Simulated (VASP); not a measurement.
# Al2O3 (R-3c) in VASP: notebook, part 2 of 2

VASP 6.6.1.

## Step 4: Single point, PBEsol

This run uses another cell than the first one, of the same volume but with other edges.

INCAR

```
SYSTEM = Al2O3
ALGO = Normal
EDIFF = 1E-6
ENCUT = 520
GGA = PS
ISIF = 2
ISMEAR = 0
LASPH = .True.
LCHARG = .False.
LREAL = .False.
LWAVE = .False.
NBANDS = 35
NELM = 60
PREC = Accurate
SIGMA = 0.05
```

KPOINTS

```
k-points
0
Gamma
  6 6 6
  0 0 0
```

POSCAR

```
Al2O3
1.0
    2.2891336982      1.3216319569      4.7151575915
   -2.2891336982      1.3216319569      4.7151575915
    0.0000000000     -2.6432639137      4.7151575915
Al O
4 6
Direct
    0.8520350473      0.8520350473      0.8520350473
    0.6479649527      0.6479649527      0.6479649527
    0.1479649527      0.1479649527      0.1479649527
    0.3520350473      0.3520350473      0.3520350473
    0.0558571577      0.4441428423      0.7500000000
    0.7500000000      0.0558571577      0.4441428423
    0.4441428423      0.7500000000      0.0558571577
    0.9441428423      0.5558571577      0.2500000000
    0.2500000000      0.9441428423      0.5558571577
    0.5558571577      0.2500000000      0.9441428423
```

Potentials or basis: VASP PAW PBE potentials, release 64 (Al, O).

The run is started by

```bash
> cat potpaw_PBE.64/Al/POTCAR potpaw_PBE.64/O/POTCAR > POTCAR
> mpirun -np 1 vasp_std > vasp.out
```

OUTCAR:

```text
SYSTEM = Al2O3
   EDIFF = 1E-6
   ENCUT = 520
   GGA = PS
   ISIF = 2
   ISMEAR = 0
   LASPH = .True.
   LREAL = .False.
   NELM = 60
   PREC = Accurate

 ion  position               nearest neighbor table
   1  0.852  0.852  0.852-   8 1.84  10 1.84   9 1.84   6 2.01   5 2.01   7 2.01   3 2.70   3 2.70
                             3 2.70   2 2.89   2 3.21   2 3.21   2 3.21
   2  0.648  0.648  0.648-   8 1.84   9 1.84  10 1.84   7 2.01   5 2.01   6 2.01   4 2.70   4 2.70
                             4 2.70   1 2.89   1 3.21   1 3.21   1 3.21
   3  0.148  0.148  0.148-   5 1.84   7 1.84   6 1.84   9 2.01   8 2.01  10 2.01   1 2.70   1 2.70
                             1 2.70   4 2.89   4 3.21   4 3.21   4 3.21
   4  0.352  0.352  0.352-   5 1.84   6 1.84   7 1.84  10 2.01   8 2.01   9 2.01   2 2.70   2 2.70
                             2 2.70   3 2.89   3 3.21   3 3.21   3 3.21
   5  0.056  0.444  0.750-   3 1.84   4 1.84   1 2.01   2 2.01
   6  0.750  0.056  0.444-   4 1.84   3 1.84   1 2.01   2 2.01
   7  0.444  0.750  0.056-   3 1.84   4 1.84   2 2.01   1 2.01
   8  0.944  0.556  0.250-   1 1.84   2 1.84   3 2.01   4 2.01
   9  0.250  0.944  0.556-   2 1.84   1 1.84   3 2.01   4 2.01
  10  0.556  0.250  0.944-   1 1.84   2 1.84   4 2.01   3 2.01

  LATTYP: Found a trigonal (rhomboedric) cell.
 ALAT       =     5.4055115605
 COS(alpha) =     0.6413269780

  Lattice vectors:

 A1 = (   2.2891336982,   1.3216319569,   4.7151575915)
 A2 = (  -2.2891336982,   1.3216319569,   4.7151575915)
 A3 = (   0.0000000000,  -2.6432639137,   4.7151575915)

Analysis of symmetry for initial positions (statically):
=====================================================================
 Subroutine PRICEL returns:
 Original cell was already a primitive cell.

 Routine SETGRP: Setting up the symmetry group for a
 trigonal (rhombohedral) supercell.

 Subroutine GETGRP returns: Found 12 space group operations
 (whereof  6 operations were pure point group operations)
 out of a pool of 12 trial point group operations.

The static configuration has the point symmetry S_6 .
[... 155 lines left out ...]
   LORBIT       =      0    0 simple, 1 ext, 2 COOP (PROOUT), +10 PAW based schemes
   GGA     = PS    functional components
   LHFCALC =     F    Hartree Fock is set to
   AEXX    =    0.0000 exact exchange contribution
   IVDW    =     0    specifies the selected vdW correction
   LEPSILON=     F    determine dielectric tensor
   LRPA    =     F    only Hartree local field effects (RPA)
 non-spin polarized calculation
 Gauss-broadening in eV      SIGMA  =   0.05
  energy-cutoff  :      520.00
  volume of cell :       85.59
 maximum number of plane-waves:      2328
   NGX = 21   NGY = 21   NGZ = 21

 number of electron      48.0000010 magnetization

 Free energy of the ion-electron system (eV)
  ---------------------------------------------------
  ext. energy  EPLUGINS =         0.00000000
  ---------------------------------------------------
  free energy    TOTEN  =       -77.49820171 eV

  energy without entropy =      -77.49820171  energy(sigma->0) =      -77.49820171

 E-fermi :   6.7001     XC(G=0): -11.9028

 val. band max:        6.4077663072   @ k =   0.0000   0.0000   0.0000
 cond. band min:      11.7004022150   @ k =   0.0000   0.0000   0.0000
 fundamental gap:      5.2926359078
 Fermi energy:         6.7001284602

 k-point     1 :       0.0000    0.0000    0.0000
  band No.  band energies     occupation
      1     -13.1966      2.00000
      2     -11.3406      2.00000
      3     -10.3600      2.00000
      4     -10.3600      2.00000
      5     -10.1232      2.00000
      6     -10.1232      2.00000
[... 901 lines left out ...]
     34      19.0325      0.00000
     35      19.2289      0.00000

 [... further k-points ...]
[... 5 lines left out ...]
  --------------------------------------------------------------------------------------
  -------------------------------------------------------------------------------------
  Total       10.9232694     10.9232694    -17.4911159      0.0000000     -0.0000000      0.0000000
  in kB      204.4721075    204.4721075   -327.4152822      0.0000000     -0.0000000      0.0000000
  external PRESSURE =      27.1763109 kB  Pullay stress =       0.0000000 kB

 VOLUME and BASIS-vectors are now :
 -----------------------------------------------------------------------------
  energy-cutoff  :      520.00
  volume of cell :       85.59
      direct lattice vectors                 reciprocal lattice vectors
     2.289133698  1.321631957  4.715157591     0.218423240  0.126106717  0.070693996
    -2.289133698  1.321631957  4.715157591    -0.218423240  0.126106717  0.070693996
     0.000000000 -2.643263914  4.715157591     0.000000000 -0.252213433  0.070693996

 POSITION                                       TOTAL-FORCE (eV/Angst)
 -----------------------------------------------------------------------------------
      0.00000      0.00000     12.05244         0.000000     -0.000000     -0.553799
      0.00000      0.00000      9.16577         0.000000      0.000000      0.553799
      0.00000      0.00000      2.09303         0.000000      0.000000      0.553799
      0.00000      0.00000      4.97970         0.000000     -0.000000     -0.553799
     -0.88884     -1.32163      5.89395         0.305256     -0.000000     -0.000000
      1.58899     -0.10894      5.89395        -0.152628      0.264360     -0.000000
     -0.70015      1.43057      5.89395        -0.152628     -0.264360     -0.000000
      0.88884      1.32163      8.25153        -0.305256      0.000000     -0.000000
     -1.58899      0.10894      8.25153         0.152628     -0.264360     -0.000000
      0.70015     -1.43057      8.25153         0.152628      0.264360     -0.000000
 -----------------------------------------------------------------------------------
    total drift:                                0.000000      0.000000     -0.000000

  FREE ENERGIE OF THE ION-ELECTRON SYSTEM (eV)
  ---------------------------------------------------
  free  energy   TOTEN  =       -77.4982017088 eV

  energy  without entropy=      -77.4982017088  energy(sigma->0) =      -77.49820171
```

Wall time 2.4 min (1 thread of Intel Xeon 8259CL, shared host); peak memory 0.26 GiB.

Results:

| Item | Value |
| --- | --- |
| Free energy | -77.4982 eV |
| Pressure | 2.7 GPa |
| Largest force | 0.554 eV/Å |
| Band gap on the k mesh | 5.29 eV |

Forces on the atoms (eV/Å):
```
Al   0.000  0.000 -0.554
Al   0.000  0.000  0.554
Al   0.000  0.000  0.554
Al   0.000  0.000 -0.554
O    0.305  0.000  0.000
O   -0.153  0.264  0.000
O   -0.153 -0.264  0.000
O   -0.305  0.000  0.000
O    0.153 -0.264  0.000
O    0.153  0.264  0.000
```

Stress tensor (GPa, compression positive):
```
 20.45   0.00   0.00
  0.00  20.45   0.00
  0.00   0.00 -32.74
```

Caveat: the PAW data sets were made with another functional, which shifts forces and pressure a little.

## Step 5: Single point, PBEsol

This run uses another cell than the first one, of the same volume but with other edges.

INCAR

```
SYSTEM = Al2O3
PREC = Accurate ; ENCUT = 520
EDIFF = 1E-6 ; ISMEAR = 0
SIGMA = 0.05 ; LREAL = .False.
LASPH = .True. ; NELM = 60
ALGO = Normal ; ISIF = 2
LWAVE = .False. ; LCHARG = .False.
GGA = PS ; NBANDS = 35
```

KPOINTS

```
Automatic mesh
0
Gamma
  6 6 6
  0 0 0
```

POSCAR: that of step 4 with these lines changed.

```diff
@@ -8,6 +8,6 @@
 Direct
-    0.8520350473      0.8520350473      0.8520350473
-    0.6479649527      0.6479649527      0.6479649527
-    0.1479649527      0.1479649527      0.1479649527
-    0.3520350473      0.3520350473      0.3520350473
+    0.8597195797      0.8597195797      0.8597195797
+    0.6402804203      0.6402804203      0.6402804203
+    0.1402804203      0.1402804203      0.1402804203
+    0.3597195797      0.3597195797      0.3597195797
     0.0558571577      0.4441428423      0.7500000000
```

The run is started by

```bash
> cat potpaw_PBE.64/Al/POTCAR potpaw_PBE.64/O/POTCAR > POTCAR
> mpirun -np 1 vasp_std > vasp.out
```

Run time: 2.6 min. Hardware: 1 thread of Intel Xeon 8259CL, shared host; peak memory 0.26 GiB.

Results (log left out):

* Free energy: -76.9701 eV
* Pressure: 7.7 GPa
* Largest force: 1.843 eV/Å
* Band gap on the k mesh: 5.24 eV

Forces on the atoms (eV/Å):
```
Al   0.000  0.000 -1.843
Al   0.000  0.000  1.843
Al   0.000  0.000  1.843
Al   0.000  0.000 -1.843
O   -0.072  0.000  0.000
O    0.036 -0.063  0.000
O    0.036  0.063  0.000
O    0.072  0.000  0.000
O   -0.036  0.063  0.000
O   -0.036 -0.063  0.000
```

Stress tensor (GPa, compression positive):
```
 26.14   0.00   0.00
  0.00  26.14   0.00
  0.00   0.00 -29.22
```

Levels at points of the mesh, in eV from the valence-band top:
```
           k point  band 22  band 23  band 24  band 25  band 26  band 27
(0.00, 0.00, 0.00)    -0.52     0.00     0.00     5.24     9.28     9.64
(0.50, 0.00, 0.00)    -1.32    -0.73    -0.73     8.04     8.04     8.60
(0.50, 0.50, 0.00)    -1.28    -1.02    -0.78     8.40     8.79     9.43
(0.50, 0.50, 0.50)    -0.29    -0.29    -0.29     8.34     8.34     9.60
```

Caveat: the cell stands under pressure; the PAW data sets were made with another functional, which shifts forces and pressure a little.

## Step 6: The runs side by side

```csv
cell,gap on the mesh (eV),pressure (GPa),largest force (eV/Å)
"a = 5.139 Å, angles 55.3°, 10 atoms, atomic positions A",6.22,1.7,2.04
"a = 4.889 Å, angles 61.6°, 10 atoms, atomic positions B",4.34,-1.4,0.53
"a = 5.406 Å, angles 50.1°, 10 atoms, atomic positions C",5.29,2.7,0.55
"a = 5.406 Å, angles 50.1°, 10 atoms, atomic positions B",5.24,7.7,1.84
```

Alike in all rows: task single point; level PBEsol; potentials or basis VASP PAW PBE potentials, release 64 (Al, O); no spin polarisation; k mesh 6 × 6 × 6; cutoff (eV) 520; smearing gaussian 0.05 eV.

Caveats: the PAW data sets were made with another functional, which shifts forces and pressure a little; the cell stands under pressure (at least some runs).

Total energies depend on the potentials used, so only differences within one code and one set of settings carry meaning.
